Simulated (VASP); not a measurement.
Set up this calculation in VASP 6.6.1, as the native input.

| Quantity | Value |
| --- | --- |
| Task | single point |
| Functional | PBE |
| Potentials or basis | VASP PAW PBE potentials, release 64 (Ti_sv, C) |
| Cutoff | 520 eV |
| k mesh | 3 × 3 × 6 |
| Occupations | gaussian, width 0.1 eV |
| Spin | collinear spin |
| Starting moments | [1.0, 1.0, 1.0, 1.0, 1.0, 1.0, 0.0] μB |
| Dipole correction | no |
| Further INCAR settings | ALGO = Normal; EDIFF = 1e-06; NBANDS = 51 |

The structure of Ti6C lies in POSCAR:

```
Ti6C
1.0
    7.5878057198      0.0000000000      0.0000000000
   -3.7939028599      6.5712325123      0.0000000000
    0.0000000000      0.0000000000      2.5338630804
Ti C
6 1
Direct
    0.3193505798      0.0000000000      0.5000000000
    0.0000000000      0.3193505798      0.5000000000
    0.6806494202      0.6806494202      0.5000000000
    0.6806494202      0.0000000000      0.5000000000
    0.0000000000      0.6806494202      0.5000000000
    0.3193505798      0.3193505798      0.5000000000
    0.0000000000      0.0000000000      0.0000000000
```

The cell was generated, and may not be a known phase.

These files were run (other wordings do the same):

INCAR

```
PREC = Accurate ; ENCUT = 520
EDIFF = 1E-6 ; ISMEAR = 0
SIGMA = 0.1 ; LREAL = False
LASPH = True ; NELM = 150
ALGO = Normal ; ISIF = 2
LWAVE = False ; LCHARG = False
ISPIN = 2 ; MAGMOM = 1 1 1 1 1 1 0
LORBIT = 11 ; LMAXMIX = 4
GGA = PE ; NBANDS = 51
```

KPOINTS

```
regular mesh
0
Gamma
  3 3 6
```

Potentials or basis: VASP PAW PBE potentials, release 64 (Ti_sv, C).

Run with:

```sh
$ cat potpaw_PBE.64/Ti_sv/POTCAR potpaw_PBE.64/C/POTCAR > POTCAR
$ mpirun -np 1 vasp_std > vasp.out
```

It gave:

```
Pressure                                              : 1.0 GPa
Largest force                                         : 0.040 eV/Å
Net moment                                            : 4.11 μB per cell
Site moments                                          : Ti +0.57; C -0.05 μB
Valence electrons inside the program's atomic spheres : Ti 10.45; C 2.08
```

Caveat: the k points lie up to 0.41 Å⁻¹ apart.

Wall time 89 s on 1 thread of Intel(R) Xeon(R) 6975P-C (Granite Rapids), on a shared host, peak memory 0.33 GiB.
